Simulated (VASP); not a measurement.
# Rb (Cmcm) in VASP: notebook, part 2 of 2

VASP 6.6.1.

## 4. Single point, PBE+D3(BJ) (79.26 Å³/atom)

File INCAR:

```
SYSTEM = Rb
ALGO     = Fast           ! electronic algorithm
EDIFF    = 1E-6           ! SCF threshold, eV
ENCUT    = 520            ! plane-wave cutoff, eV
GGA      = PE             ! functional
ISIF     = 2              ! what is computed and relaxed
ISMEAR   = 0              ! smearing method
IVDW     = 12             ! dispersion correction
LASPH    = .TRUE.         ! aspherical terms in the spheres
LCHARG   = .FALSE.        ! write CHGCAR
LREAL    = .FALSE.        ! projectors in reciprocal space
LWAVE    = .FALSE.        ! write WAVECAR
NBANDS   = 16             ! bands
NELM     = 60             ! most SCF steps
PREC     = Accurate       ! precision mode
SIGMA    = 0.15           ! smearing width, eV
```

File KPOINTS:

```
k-points
0
G
  12 12 6
  0 0 0
```

File POSCAR:

```
Rb
1.0
    2.4553835962     -4.2971542513      0.0000000000
    2.4553835962      4.2971542513      0.0000000000
    0.0000000000      0.0000000000      7.5121583346
Rb
2
Direct
    0.8359965595      0.1640034405      0.7500000000
    0.1640034405      0.8359965595      0.2500000000
```

Potentials or basis: VASP PAW PBE potentials, release 64 (Rb_sv).

The run is started by

```bash
$ cat potpaw_PBE.64/Rb_sv/POTCAR > POTCAR
$ mpirun -np 1 vasp_std > vasp.out
```

OUTCAR:

```text
SYSTEM = Rb
   EDIFF = 1E-6
   ENCUT = 520
   GGA = PE
   ISIF = 2
   ISMEAR = 0
   IVDW = 12
   LASPH = .TRUE.
   LREAL = .FALSE.
   NELM = 60
   PREC = Accurate
 IVDW          = 12

 ion  position               nearest neighbor table
   1  0.836  0.164  0.750-   2 4.70   2 4.70   2 4.72   2 4.72   2 4.72   2 4.72
   2  0.164  0.836  0.250-   1 4.70   1 4.70   1 4.72   1 4.72   1 4.72   1 4.72

  LATTYP: Found a base centered orthorhombic cell.
 ALAT       =     4.9107671924
 B/A-ratio  =     1.7500948764
 C/A-ratio  =     1.5297321254

  Lattice vectors:

 A1 = (   2.4553835962,  -4.2971542513,   0.0000000000)
 A2 = (   2.4553835962,   4.2971542513,   0.0000000000)
 A3 = (   0.0000000000,   0.0000000000,   7.5121583346)

Analysis of symmetry for initial positions (statically):
=====================================================================
 Subroutine PRICEL returns:
 Original cell was already a primitive cell.

 Routine SETGRP: Setting up the symmetry group for a
 base centered orthorhombic supercell.

 Subroutine GETGRP returns: Found  8 space group operations
 (whereof  4 operations were pure point group operations)
 out of a pool of  8 trial point group operations.

The static configuration has the point symmetry C_2h.
 The point group associated with its full space group is D_2h.

Analysis of symmetry for dynamics (positions and initial velocities):
=====================================================================
 Subroutine PRICEL returns:
 Original cell was already a primitive cell.

 Routine SETGRP: Setting up the symmetry group for a
 base centered orthorhombic supercell.

 Subroutine GETGRP returns: Found  8 space group operations
 (whereof  4 operations were pure point group operations)
 out of a pool of  8 trial point group operations.

The dynamic configuration has the point symmetry C_2h.
 The point group associated with its full space group is D_2h.

 Subroutine INISYM returns: Found  8 space group operations
 (whereof  4 operations are pure point group operations),
 and found     1 'primitive' translations

[... 115 lines left out ...]
  volume/ion in A,a.u.               =      79.26       534.89
  Fermi-wavevector in a.u.,A,eV,Ry     =   0.792746  1.498072  8.550527  0.628446
  Thomas-Fermi vector in A             =   1.898545
   LORBIT       =      0    0 simple, 1 ext, 2 COOP (PROOUT), +10 PAW based schemes
   GGA     = PE    functional components
   LHFCALC =     F    Hartree Fock is set to
   AEXX    =    0.0000 exact exchange contribution
   IVDW    =    12    specifies the selected vdW correction
   LEPSILON=     F    determine dielectric tensor
   LRPA    =     F    only Hartree local field effects (RPA)
 non-spin polarized calculation
 RMM-DIIS sequential band-by-band and
 Gauss-broadening in eV      SIGMA  =   0.15
  energy-cutoff  :      520.00
  volume of cell :      158.52
 maximum number of plane-waves:      4292
 NGX is ok and might be reduce to    40
   NGX = 19   NGY = 19   NGZ = 27

 number of electron      18.0000000 magnetization

 Free energy of the ion-electron system (eV)
  ---------------------------------------------------
  ext. energy  EPLUGINS =         0.00000000
  ---------------------------------------------------
  free energy    TOTEN  =        -1.84288033 eV

  energy without entropy =       -1.82421648  energy(sigma->0) =       -1.83354841

 E-fermi :   0.3495     XC(G=0):  -5.8088

 val. band max:        0.3463807106   @ k =   0.2500   0.0833   0.3333
 cond. band min:       0.3506557023   @ k =   0.5000   0.5000   0.1667
 fundamental gap:      0.0042749917
 Fermi energy:         0.3494998644

 k-point     1 :       0.0000    0.0000    0.0000
  band No.  band energies     occupation
      1     -28.4947      2.00000
      2     -28.4846      2.00000
      3     -12.6896      2.00000
      4     -12.5538      2.00000
      5     -12.5501      2.00000
      6     -12.5225      2.00000
[... 433 lines left out ...]
      3     -12.6348      2.00000
      4     -12.6174      2.00000
      5     -12.6050      2.00000
      6     -12.5745      2.00000
[... 8 lines left out ...]
     15       3.3918      0.00000
     16       4.4994      0.00000

 [... further k-points ...]

------------------------ aborting loop because EDIFF is reached ----------------------------------------

 Edisp (eV)   -0.23156

 E8    (eV) :    -0.1320

  FORCE on cell =-STRESS in cart. coord.  units (eV):
  Direction    XX          YY          ZZ          XY          YZ          ZX
  --------------------------------------------------------------------------------------
  -------------------------------------------------------------------------------------
  Total       0.19634     0.18771     0.49769     0.00000     0.00000     0.00000
  in kB       1.98442     1.89714     5.03003     0.00000     0.00000     0.00000
  external pressure =        2.97 kB  Pullay stress =        0.00 kB

 VOLUME and BASIS-vectors are now :
 -----------------------------------------------------------------------------
  energy-cutoff  :      520.00
  volume of cell :      158.52
      direct lattice vectors                 reciprocal lattice vectors
     2.455383596 -4.297154251  0.000000000     0.203634170 -0.116356074  0.000000000
     2.455383596  4.297154251  0.000000000     0.203634170  0.116356074  0.000000000
     0.000000000  0.000000000  7.512158335     0.000000000  0.000000000  0.133117535

 POSITION                                       TOTAL-FORCE (eV/Angst)
 -----------------------------------------------------------------------------------
      2.45538     -2.88766      5.63412         0.000000      0.000862      0.000000
      2.45538      2.88766      1.87804         0.000000     -0.000862      0.000000
 -----------------------------------------------------------------------------------
    total drift:                               -0.000000     -0.000000      0.000000

  FREE ENERGIE OF THE ION-ELECTRON SYSTEM (eV)
  ---------------------------------------------------
  free  energy   TOTEN  =        -2.0744377408 eV

  energy  without entropy=       -2.0557738920  energy(sigma->0) =       -2.06510582
```

It took 11 min on 1 thread of Intel Xeon 8259CL, shared host; peak memory 0.52 GiB.

What came out:

| Quantity | Value |
| --- | --- |
| Free energy | -2.0744 eV |
| Pressure | 0.3 GPa |
| Band gap on the k mesh | zero (bands 9 and 10 overlap by 2.35 eV) |
| Dispersion energy per atom | -0.116 eV |

## 5. Summary

| cell | further INCAR settings | gap on the mesh (eV) | pressure (GPa) |
| --- | --- | --- | --- |
| a = 4.565, b = 4.565, c = 8.831 Å, angles 90.0, 90.0, 120.5°, 2 atoms | ALGO = Fast; EDIFF = 1e-07; NBANDS = 16 | none | 0.4 |
| a = 5.153, b = 5.153, c = 6.929 Å, angles 90.0, 90.0, 120.5°, 2 atoms | ALGO = Fast; EDIFF = 1e-07; NBANDS = 16 | none | 0.3 |
| a = 4.949, b = 4.949, c = 7.512 Å, angles 90.0, 90.0, 120.5°, 2 atoms | ALGO = Fast; EDIFF = 1e-06; NBANDS = 16 | none | 0.3 |

Alike in all rows: task single point; level PBE+D3(BJ); potentials or basis VASP PAW PBE potentials, release 64 (Rb_sv); no spin polarisation; k mesh 12 × 12 × 6; cutoff (eV) 520; smearing gaussian 0.15 eV.

Absolute energies hang on the potentials; compare differences alone.

The gap in the log of VASP goes by the Fermi energy; the results here count the filled bands.